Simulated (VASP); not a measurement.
Input of a VASP 6.6.1 run:

File INCAR:

```
SYSTEM = Pt
ALGO     = Fast           ! electronic algorithm
EDIFF    = 1E-6           ! SCF threshold, eV
ENCUT    = 520            ! plane-wave cutoff, eV
GGA      = PE             ! functional
ISIF     = 2              ! what is computed and relaxed
ISMEAR   = 0              ! smearing method
LASPH    = .TRUE.         ! aspherical terms in the spheres
LCHARG   = .TRUE.         ! write CHGCAR
LELF     = .TRUE.         ! ELF
LREAL    = .FALSE.        ! projectors in reciprocal space
LVHAR    = .TRUE.       
LWAVE    = .FALSE.        ! write WAVECAR
NBANDS   = 11             ! bands
NELM     = 60             ! most SCF steps
PREC     = Accurate       ! precision mode
SIGMA    = 0.15           ! smearing width, eV
```

The input KPOINTS:

```
k-points
0
G
  20 20 20
  0 0 0
```

Contents of POSCAR:

```
Pt
1.0
    0.0513948750      1.9579000000      1.9579000000
    1.9579000000      0.0513948750      1.9579000000
    2.0092948750      2.0092948750      0.0000000000
Pt
1
Direct
    0.0000000000      0.0000000000      0.0000000000
```

Potentials or basis: VASP PAW PBE potentials, release 64 (Pt).

Run with:

```sh
$ cat potpaw_PBE.64/Pt/POTCAR > POTCAR
$ mpirun -np 1 vasp_std > vasp.out
```

Task: Estimate the pressure.

Result: 11.8 GPa.

Task: What does it give for the band gap on the k mesh?

Result: Zero (band 5 reaches 11.94 eV, above the bottom of band 6 at 9.57 eV).

Stress tensor (GPa, compression positive):
```
12.71 -4.83  0.00
-4.83 12.71  0.00
 0.00  0.00 10.06
```

Caveat: the cell differs from its parent crystal (strain +0.0525 x Voigt [0, 0, 0, 0, 0, 1]); spin-orbit coupling is left out, which moves the levels of the heavy elements.
